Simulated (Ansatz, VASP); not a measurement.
One calculation of Zr, two programs

Contents of INCAR:

```
SYSTEM = Zr
ALGO = Normal
EDIFF = 1E-8
ENCUT = 520
GGA = CA
ISIF = 2
ISMEAR = -1
LASPH = .TRUE.
LCHARG = .FALSE.
LEFG = .TRUE.
LREAL = .FALSE.
LWAVE = .FALSE.
NBANDS = 19
NELM = 60
PREC = Accurate
SIGMA = 0.03
```

Contents of KPOINTS:

```
k-points
0
G
  13 13 7
  0 0 0
```

The input POSCAR:

```
Zr
1.0
    3.2319982225      0.0000000000      0.0000000000
   -1.6159991112      2.7989925656      0.0000000000
    0.0000000000      0.0000000000      5.1470000000
Zr
2
Direct
    0.3333333333      0.6666666667      0.2500000000
    0.6666666667      0.3333333333      0.7500000000
```

Input for Ansatz:

```yaml
crystal:
  lattice:
    - [3.2319982225, 0.0, 0.0]
    - [-1.6159991112, 2.7989925656, 0.0]
    - [0.0, 0.0, 5.147]
  atoms:
    - { symbol: Zr, position: [0.3333333333, 0.6666666667, 0.25] }
    - { symbol: Zr, position: [0.6666666667, 0.3333333333, 0.75] }
kpoints:
  mp_grid: { grid: [13, 13, 7] }
  band_path:
    path:
      - [0.0, 0.0, 0.0]
      - [0.5, 0.0, 0.0]
      - [0.3333333333, 0.3333333333, 0.0]
      - [0.0, 0.0, 0.0]
      - [0.0, 0.0, 0.5]
      - [0.5, 0.0, 0.5]
      - [0.3333333333, 0.3333333333, 0.5]
      - [0.0, 0.0, 0.5]
      - [0.5, 0.0, 0.5]
    npoints: 5
scf:
  occupations: { method: fermi_dirac, width: 0.03 }
hamiltonian:
  xc: lda
  pseudopotentials: { kind: paw }
output:
  forces: true
  stress: true
  eigenvalues: true
  efg: { contact_densities: true }
```

Alike in both runs: task electric field gradients; functional LDA; k mesh 13 × 13 × 7; occupations fermi-dirac, width 0.03 eV; no spin polarisation.

|  | VASP | Ansatz |
| --- | --- | --- |
| version | VASP 6.6.1 | Ansatz 0.2.0 |
| potentials or method | VASP PAW LDA potentials, release 64 (Zr_sv) | PAW with Ansatz's default frozen-core files, scalar-relativistic |
| plane-wave cutoff (eV) | 520 | 420 |
| valence electrons in the cell | 24 | 24 |

```tsv
	VASP	Ansatz	Ansatz less VASP
pressure (GPa)	-6.0	-6.1	-0.08
traceless stress, the component that is largest in VASP (GPa)	0.55	0.53	-0.014
size of Vzz on the site where it differs most (V/Å²)	41.1	41.2	+0.06
```

LDA's correlation is that of Perdew and Zunger in VASP and of Perdew and Wang (1992) in Ansatz.
